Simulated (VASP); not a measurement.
# CoC (CsCl type) (Pm-3m) in VASP: further runs

CoC (CsCl type) is run at these levels: PBEsol; tasks: single point, relaxation of cell and atoms.

Everything below comes from runs of VASP 6.6.1. Logs are shortened: lines on timing, memory, paths and dates and some standing lists are left out, and cuts for length are marked.

## 1. The cell of the first run

It takes space group Pm-3m (No. 221, cubic). The conventional cell has a = 2.445 Å, b = 2.445 Å, c = 2.445 Å, α = 90.00°, β = 90.00°, γ = 90.00°. Within 2.8 Å of Co (site symmetry m-3m) lie 8 C at 2.12 Å and 6 Co at 2.45 Å. C (site symmetry m-3m) has 8 Co at 2.12 Å and 6 C at 2.45 Å within 2.8 Å.

## 2. Single point, PBEsol, collinear spin, ferromagnetic start

Input file INCAR:

```
ALGO     = Normal         # electronic algorithm
EDIFF    = 1E-6           # SCF threshold, eV
ENCUT    = 520            # plane-wave cutoff, eV
GGA      = PS             # functional
ISIF     = 2              # what is computed and relaxed
ISMEAR   = -1             # smearing method
ISPIN    = 2              # spin polarisation
LASPH    = T              # aspherical terms in the spheres
LCHARG   = F              # write CHGCAR
LMAXMIX  = 4              # l up to which the mixer works
LORBIT   = 11             # projections on sites
LREAL    = F              # projectors in reciprocal space
LWAVE    = F              # write WAVECAR
MAGMOM   = 1.7 0          # initial moments
NBANDS   = 18             # bands
NELM     = 150            # most SCF steps
PREC     = Accurate       # precision mode
SIGMA    = 0.05           # smearing width, eV
```

Input file KPOINTS:

```
k-points
0
Gamma
  14 14 14
```

Input file POSCAR:

```
CoC
1.0
    2.4451171350      0.0000000000      0.0000000000
    0.0000000000      2.4451171350      0.0000000000
    0.0000000000      0.0000000000      2.4451171350
Co C
1 1
Direct
    0.0000000000      0.0000000000      0.0000000000
    0.5000000000      0.5000000000      0.5000000000
```

Potentials or basis: VASP PAW PBE potentials, release 64 (Co, C).

The run is started by

```console
> cat potpaw_PBE.64/Co/POTCAR potpaw_PBE.64/C/POTCAR > POTCAR
> mpirun -np 1 vasp_std > vasp.out
```

OUTCAR:

```text
EDIFF = 1E-6
   ENCUT = 520
   GGA = PS
   ISIF = 2
   ISMEAR = -1
   ISPIN = 2
   LASPH = T
   LORBIT = 11
   LREAL = F
   NELM = 150
   PREC = Accurate

 ion  position               nearest neighbor table
   1  0.000  0.000  0.000-   2 2.12   2 2.12   2 2.12   2 2.12   2 2.12   2 2.12   2 2.12   2 2.12

   2  0.500  0.500  0.500-   1 2.12   1 2.12   1 2.12   1 2.12   1 2.12   1 2.12   1 2.12   1 2.12

  LATTYP: Found a simple cubic cell.
 ALAT       =     2.4451171350

  Lattice vectors:

 A1 = (   2.4451171350,   0.0000000000,   0.0000000000)
 A2 = (   0.0000000000,   2.4451171350,   0.0000000000)
 A3 = (   0.0000000000,   0.0000000000,   2.4451171350)

Analysis of symmetry for initial positions (statically):
=====================================================================
 Subroutine PRICEL returns:
 Original cell was already a primitive cell.

 Routine SETGRP: Setting up the symmetry group for a
 simple cubic supercell.

 Subroutine GETGRP returns: Found 48 space group operations
 (whereof 48 operations were pure point group operations)
 out of a pool of 48 trial point group operations.

The static configuration has the point symmetry O_h .

Analysis of symmetry for dynamics (positions and initial velocities):
=====================================================================
 Subroutine PRICEL returns:
 Original cell was already a primitive cell.

 Routine SETGRP: Setting up the symmetry group for a
 simple cubic supercell.

 Subroutine GETGRP returns: Found 48 space group operations
 (whereof 48 operations were pure point group operations)
 out of a pool of 48 trial point group operations.

The dynamic configuration has the point symmetry O_h .

Analysis of structural, dynamic, and magnetic symmetry:
=====================================================================
 Subroutine PRICEL returns:
 Original cell was already a primitive cell.

 Routine SETGRP: Setting up the symmetry group for a
 simple cubic supercell.

 Subroutine GETGRP returns: Found 48 space group operations
 (whereof 48 operations were pure point group operations)
 out of a pool of 48 trial point group operations.

The overall configuration has the point symmetry O_h .

 Subroutine INISYM returns: Found 48 space group operations
 (whereof 48 operations are pure point group operations),
 and found     1 'primitive' translations

----------------------------------------------------------------------------------------

                                     Primitive cell

  volume of cell :      14.6184

  direct lattice vectors                    reciprocal lattice vectors
     2.445117135  0.000000000  0.000000000     0.408978362  0.000000000  0.000000000
     0.000000000  2.445117135  0.000000000     0.000000000  0.408978362  0.000000000
     0.000000000  0.000000000  2.445117135     0.000000000  0.000000000  0.408978362

  length of vectors
     2.445117135  2.445117135  2.445117135     0.408978362  0.408978362  0.408978362

  position of ions in fractional coordinates (direct lattice)
     0.000000000  0.000000000  0.000000000
     0.500000000  0.500000000  0.500000000

  ion indices of the primitive-cell ions
   primitive index   ion index
                 1           1
                 2           2

----------------------------------------------------------------------------------------

 KPOINTS: k-points

Automatic generation of k-mesh.
 Grid dimensions read from file:
 generate k-points for:   14   14   14

 Generating k-lattice:

  Cartesian coordinates                     Fractional coordinates (reciprocal lattice)
     0.029212740  0.000000000  0.000000000     0.071428571  0.000000000  0.000000000
     0.000000000  0.029212740  0.000000000     0.000000000  0.071428571  0.000000000
     0.000000000  0.000000000  0.029212740     0.000000000  0.000000000  0.071428571

  Length of vectors
     0.029212740  0.029212740  0.029212740

  Shift w.r.t. Gamma in fractional coordinates (k-lattice)
     0.000000000  0.000000000  0.000000000

 Subroutine IBZKPT returns following result:
 ===========================================

 Found    120 irreducible k-points:

 Following reciprocal coordinates:
            Coordinates               Weight
  0.000000  0.000000  0.000000      1.000000
  0.071429  0.000000  0.000000      6.000000
  0.142857  0.000000  0.000000      6.000000
  0.214286  0.000000  0.000000      6.000000
  0.285714  0.000000  0.000000      6.000000
  0.357143  0.000000  0.000000      6.000000
[... 16 lines left out ...]
  0.285714  0.214286  0.000000     24.000000
  0.357143  0.214286  0.000000     24.000000
 [... further k-points ...]
   k-points           NKPTS =    120   k-points in BZ     NKDIM =    120   number of bands    NBANDS=     18
   number of dos      NEDOS =    301   number of ions     NIONS =      2
   total plane-waves  NPLWV =   5832
   dimension x,y,z NGX =    18 NGY =   18 NGZ =   18
   dimension x,y,z NGXF=    36 NGYF=   36 NGZF=   36
   ions per type =               1   1
   NGX,Y,Z   is equivalent  to a cutoff of  12.24, 12.24, 12.24 a.u.
   NGXF,Y,Z  is equivalent  to a cutoff of  24.48, 24.48, 24.48 a.u.
 SYSTEM =  unknown system
   PREC   = accura    normal or accurate (medium, high low for compatibility)
   ISTART =      0    job   : 0-new  1-cont  2-samecut
   ICHARG =      2    charge: 1-file 2-atom 10-const
   ISPIN  =      2    spin polarized calculation?
   LNONCOLLINEAR =      F non collinear calculations
   LSORBIT =      F    spin-orbit coupling
   LASPH  =      T    aspherical Exc in radial PAW
   ENCUT  =  520.0 eV  38.22 Ry    6.18 a.u.   4.55  4.55  4.55*2*pi/ulx,y,z
   NELM   =    150;   NELMIN=  2; NELMDL= -5     # of ELM steps
   EDIFF  = 0.1E-05   stopping-criterion for ELM
   LREAL  =      F    real-space projection
   EDIFFG = 0.1E-04   stopping-criterion for IOM
   NSW    =      0    number of steps for IOM
   IBRION =     -1    ionic relax: 0-MD 1-quasi-New 2-CG
   NFREE  =      0    steps in history (QN), initial steepest desc. (CG)
   ISIF   =      2    stress and relaxation
   ISYM   =      2    0-nonsym 1-usesym 2-fastsym
   POTIM  = 0.5000    time-step for ionic-motion
   TEBEG  =    0.0;   TEEND  =   0.0 temperature during run
   PSTRESS=    0.0 pullay stress
   NELECT =      13.0000    total number of electrons
   NUPDOWN=      -1.0000    fix difference up-down
   EMIN   =  10.00;   EMAX   =-10.00  energy-range for DOS
   EFERMI =   0.00;   METHOD = LEGACY
   ISMEAR =    -1;   SIGMA  =   0.05  broadening in eV -4-tet -1-fermi 0-gaus
   EFERMI_NEDOS =   21; number of points for ismear=-14 and -15
   IALGO  =     38    algorithm
   IMIX   =      4    mixing-type and parameters
     AMIX     =   0.40;   BMIX     =  1.00
     AMIX_MAG =   1.60;   BMIX_MAG =  1.00
  volume/ion in A,a.u.               =       7.31        49.32
  Fermi-wavevector in a.u.,A,eV,Ry     =   1.574308  2.975010 33.721287  2.478445
  Thomas-Fermi vector in A             =   2.675461
   LORBIT       =     11    0 simple, 1 ext, 2 COOP (PROOUT), +10 PAW based schemes
   GGA     = PS    functional components
   LHFCALC =     F    Hartree Fock is set to
   AEXX    =    0.0000 exact exchange contribution
   IVDW    =     0    specifies the selected vdW correction
   LEPSILON=     F    determine dielectric tensor
   LRPA    =     F    only Hartree local field effects (RPA)
 spin polarized calculation
  energy-cutoff  :      520.00
  volume of cell :       14.62
 maximum number of plane-waves:       407
   NGX =  9   NGY =  9   NGZ =  9

 number of electron      13.0000004 magnetization       0.7672450

 Free energy of the ion-electron system (eV)
  ---------------------------------------------------
  ext. energy  EPLUGINS =         0.00000000
  ---------------------------------------------------
  free energy    TOTEN  =       -15.21854153 eV

  energy without entropy =      -15.20996514  energy(sigma->0) =      -15.21425334

 E-fermi :  12.5981     XC(G=0): -14.4579

 val. band max:       12.5935748107   @ k =   0.5000   0.4286   0.4286
 cond. band min:      12.6013660417   @ k =   0.3571   0.2857   0.2143
 fundamental gap:      0.0077912310
 Fermi energy:        12.5981242937

 spin component 1

 k-point     1 :       0.0000    0.0000    0.0000
  band No.  band energies     occupation
      1      -4.3102      1.00000
      2       7.6661      1.00000
      3       7.6661      1.00000
      4      11.1591      1.00000
      5      11.1591      1.00000
      6      11.1591      1.00000
[... 10 lines left out ...]
     17      45.6303      0.00000
     18      45.6303      0.00000
[... 463 lines left out ...]
 k-point    24 :       0.3571    0.2143    0.0000
  band No.  band energies     occupation
      1      -0.9794      1.00000
      2       5.0570      1.00000
      3       7.6653      1.00000
      4       8.9109      1.00000
      5       9.4335      1.00000
      6      10.7700      1.00000
[... 10 lines left out ...]
     17      42.6370      0.00000
     18      46.7579      0.00000

 [... further k-points ...]

 spin component 2

 k-point     1 :       0.0000    0.0000    0.0000
  band No.  band energies     occupation
      1      -4.2174      1.00000
      2       8.4687      1.00000
      3       8.4687      1.00000
      4      11.7145      1.00000
      5      11.7145      1.00000
      6      11.7145      1.00000
[... 10 lines left out ...]
     17      45.6683      0.00000
     18      45.6683      0.00000
[... 463 lines left out ...]
 k-point    24 :       0.3571    0.2143    0.0000
  band No.  band energies     occupation
      1      -0.8748      1.00000
      2       5.2755      1.00000
      3       8.0488      1.00000
      4       9.6818      1.00000
      5       9.8602      1.00000
      6      11.3068      1.00000
[... 10 lines left out ...]
     17      42.7898      0.00000
     18      46.9101      0.00000

 [... further k-points ...]
[... 5 lines left out ...]
  --------------------------------------------------------------------------------------
  -------------------------------------------------------------------------------------
  Total        0.5920249      0.5920249      0.5920249      0.0000000      0.0000000      0.0000000
  in kB       64.8860771     64.8860771     64.8860771      0.0000000      0.0000000      0.0000000
  external PRESSURE =      64.8860771 kB  Pullay stress =       0.0000000 kB

 VOLUME and BASIS-vectors are now :
 -----------------------------------------------------------------------------
  energy-cutoff  :      520.00
  volume of cell :       14.62
      direct lattice vectors                 reciprocal lattice vectors
     2.445117135  0.000000000  0.000000000     0.408978362  0.000000000  0.000000000
     0.000000000  2.445117135  0.000000000     0.000000000  0.408978362  0.000000000
     0.000000000  0.000000000  2.445117135     0.000000000  0.000000000  0.408978362

 POSITION                                       TOTAL-FORCE (eV/Angst)
 -----------------------------------------------------------------------------------
      0.00000      0.00000      0.00000         0.000000      0.000000      0.000000
      1.22256      1.22256      1.22256         0.000000      0.000000      0.000000
 -----------------------------------------------------------------------------------
    total drift:                                0.000000     -0.000000      0.000000

  FREE ENERGIE OF THE ION-ELECTRON SYSTEM (eV)
  ---------------------------------------------------
  free  energy   TOTEN  =       -15.2185415332 eV

  energy  without entropy=      -15.2099651398  energy(sigma->0) =      -15.21425334

 total charge

# of ion       s       p       d       tot
------------------------------------------
    1        0.457   0.711   7.526   8.694
    2        0.903   1.342   0.000   2.245
--------------------------------------------------
tot          1.360   2.053   7.526  10.938

 magnetization (x)

# of ion       s       p       d       tot
------------------------------------------
    1        0.005   0.000   0.690   0.695
    2        0.012   0.037   0.000   0.050
--------------------------------------------------
tot          0.017   0.038   0.690   0.744
```

Run time: 35 s. Hardware: 1 thread of Intel Xeon Platinum 8488C (Sapphire Rapids), shared host; peak memory 0.16 GiB.

What came out:

| Item | Value |
| --- | --- |
| Free energy | -15.2185 eV |
| Pressure | 6.5 GPa |
| Net moment | 0.77 μB per cell |
| Site moments | Co +0.69; C +0.05 μB |
| Valence electrons inside the program's atomic spheres | Co 8.69; C 2.25 |

Caveat: the PAW data sets were made with another functional, which shifts forces and pressure a little.

## 3. Single point, PBEsol, collinear spin, ferromagnetic start

Input file INCAR:

```
SYSTEM = CoC
PREC     = Accurate       ! precision mode
ENCUT    = 520            ! plane-wave cutoff, eV
EDIFF    = 1E-6           ! SCF threshold, eV
ISMEAR   = -1             ! smearing method
SIGMA    = 0.05           ! smearing width, eV
LREAL    = .False.        ! projectors in reciprocal space
LASPH    = .True.         ! aspherical terms in the spheres
NELM     = 150            ! most SCF steps
ALGO     = Normal         ! electronic algorithm
ISIF     = 2              ! what is computed and relaxed
LWAVE    = .False.        ! write WAVECAR
LCHARG   = .False.        ! write CHGCAR
ISPIN    = 2              ! spin polarisation
MAGMOM   = 1.7 0          ! initial moments
LORBIT   = 11             ! projections on sites
LMAXMIX  = 4              ! l up to which the mixer works
GGA      = PS             ! functional
NBANDS   = 18             ! bands
```

Input file KPOINTS:

```
Automatic mesh
0
Gamma
  14 14 14
  0 0 0
```

POSCAR is that of step 2.

Potentials or basis: VASP PAW PBE potentials, release 64 (Co, C).

The run is started by

```console
> cat potpaw_PBE.64/Co/POTCAR potpaw_PBE.64/C/POTCAR > POTCAR
> mpirun -np 1 vasp_std > vasp.out
```

Wall time 37 s (1 thread of Intel Xeon Platinum 8488C (Sapphire Rapids), shared host); peak memory 0.16 GiB.

The run converged. Its results:

| Quantity | Value |
| --- | --- |
| Free energy | -15.2185 eV |
| Pressure | 6.5 GPa |
| Net moment | 0.77 μB per cell |
| Site moments | Co +0.69; C +0.05 μB |
| Valence electrons inside the program's atomic spheres | Co 8.69; C 2.25 |

Levels at points of the mesh, in eV from the Fermi level:
Spin up:
```tsv
k point	band 3	band 4	band 5	band 6	band 7	band 8	band 9	band 10	band 11	band 12
(0.00, 0.00, 0.00)	-4.93	-1.44	-1.44	-1.44	0.65	0.65	0.65	11.50	15.39	15.39
(0.50, 0.00, 0.00)	-4.30	-3.83	-3.83	-1.30	-0.42	4.63	4.63	13.66	14.86	15.45
(0.50, 0.50, 0.00)	-6.20	-4.31	-2.41	-2.41	-0.79	0.65	2.99	6.57	17.02	17.02
(0.50, 0.50, 0.50)	-7.95	-6.41	-0.73	-0.73	3.28	3.28	3.28	6.39	6.39	6.39
```
Spin down:
| k point | band 2 | band 3 | band 4 | band 5 | band 6 | band 7 | band 8 | band 9 | band 10 | band 11 |
| --- | --- | --- | --- | --- | --- | --- | --- | --- | --- | --- |
| (0.00, 0.00, 0.00) | -4.13 | -4.13 | -0.88 | -0.88 | -0.88 | 0.77 | 0.77 | 0.77 | 11.71 | 15.72 |
| (0.50, 0.00, 0.00) | -9.86 | -3.43 | -3.43 | -3.43 | -0.74 | 0.58 | 4.92 | 4.92 | 13.81 | 14.89 |
| (0.50, 0.50, 0.00) | -6.11 | -6.11 | -3.56 | -1.90 | -1.90 | 0.32 | 1.14 | 3.12 | 7.02 | 17.19 |
| (0.50, 0.50, 0.50) | -7.72 | -7.72 | -6.28 | 0.38 | 0.38 | 3.71 | 3.71 | 3.71 | 6.50 | 6.50 |

Caveat: the PAW data sets were made with another functional, which shifts forces and pressure a little.

## 4. Relaxation of cell and atoms, PBEsol, collinear spin, ferromagnetic start, target pressure 6.5 GPa, at which the enthalpy is minimised

This run uses another cell than the first one, of 7.11 Å³/atom, 0.972 times its volume.

Input file INCAR:

```
SYSTEM = CoC
  ALGO = Normal
  EDIFF = 1E-6
  EDIFFG = -0.005
  ENCUT = 600
  GGA = PS
  IBRION = 2
  ISIF = 3
  ISMEAR = -1
  ISPIN = 2
  LASPH = .TRUE.
  LCHARG = .FALSE.
  LMAXMIX = 4
  LORBIT = 11
  LREAL = .FALSE.
  LWAVE = .FALSE.
  MAGMOM = 1.7 0
  NELM = 150
  NSW = 60
  PREC = Accurate
  PSTRESS = 65.0
  SIGMA = 0.05
```

Input file KPOINTS:

```
k-points
0
G
  14 14 14
  0 0 0
```

Input file POSCAR:

```
CoC
1.0
    2.4221762757      0.0000000000      0.0000000000
    0.0000000000      2.4221762757      0.0000000000
    0.0000000000      0.0000000000      2.4221762757
Co C
1 1
Direct
    0.0000000000      0.0000000000      0.0000000000
    0.5000000000      0.5000000000      0.5000000000
```

The run is started by

```console
> cat potpaw_PBE.64/Co/POTCAR potpaw_PBE.64/C/POTCAR > POTCAR
> mpirun -np 1 vasp_std > vasp.out
```

It took 2 min on 1 thread of AMD EPYC 7R13, shared host; peak memory 0.14 GiB.

The run converged. Its results:

```
Free energy                                            : -15.2179 eV
Relaxed volume                                         : 7.30 Å³/atom
Relaxed cell                                           : a = 2.445 Å, b = 2.445 Å, c = 2.445 Å, α = 90.00°, β = 90.00°, γ = 90.00°
Space group after relaxing (to 0.05 Å)                 : Pm-3m (No. 221)
Energy change on relaxing (the enthalpy is what falls) : -14.4 meV/atom
Ionic steps                                            : 3
Pressure after relaxing                                : 6.5 GPa
Net moment                                             : 0.77 μB per cell
Site moments                                           : Co +0.69; C +0.05 μB
Valence electrons inside the program's atomic spheres  : Co 8.70; C 2.24
```

Step by step:
```csv
step,energy change (eV),largest force (eV/Å),pressure (GPa),volume (Å³)
1,0.0000,0.0000,17.21,14.21
2,-0.0271,0.0000,-6.86,15.21
3,-0.0288,0.0000,6.47,14.61
```

Final structure:
```
Co C
1.0
     2.44460    0.00000    0.00000
     0.00000    2.44460    0.00000
     0.00000    0.00000    2.44460
Co C
1 1
Direct
  0.00000 0.00000 0.00000
  0.50000 0.50000 0.50000
```

Levels at points of the mesh, in eV from the Fermi level:
Spin up:
| k point | band 3 | band 4 | band 5 | band 6 | band 7 | band 8 | band 9 | band 10 | band 11 |
| --- | --- | --- | --- | --- | --- | --- | --- | --- | --- |
| (0.00, 0.00, 0.00) | -4.94 | -1.44 | -1.44 | -1.44 | 0.65 | 0.65 | 0.65 | 11.51 | 15.40 |
| (0.50, 0.00, 0.00) | -4.31 | -3.83 | -3.83 | -1.30 | -0.42 | 4.64 | 4.64 | 13.67 | 14.86 |
| (0.50, 0.50, 0.00) | -6.21 | -4.32 | -2.41 | -2.41 | -0.79 | 0.65 | 2.99 | 6.57 | 17.03 |
| (0.50, 0.50, 0.50) | -7.95 | -6.41 | -0.73 | -0.73 | 3.28 | 3.28 | 3.28 | 6.39 | 6.39 |
Spin down:
```tsv
k point	band 3	band 4	band 5	band 6	band 7	band 8	band 9	band 10
(0.00, 0.00, 0.00)	-4.13	-0.88	-0.88	-0.88	0.77	0.77	0.77	11.72
(0.50, 0.00, 0.00)	-3.44	-3.44	-3.43	-0.74	0.58	4.92	4.92	13.82
(0.50, 0.50, 0.00)	-6.11	-3.57	-1.90	-1.90	0.32	1.14	3.12	7.02
(0.50, 0.50, 0.50)	-7.72	-6.29	0.38	0.38	3.71	3.71	3.71	6.50
```

Caveat: the cell is relaxed towards a set pressure, so the enthalpy falls and the energy may rise; the PAW data sets were made with another functional, which shifts forces and pressure a little.
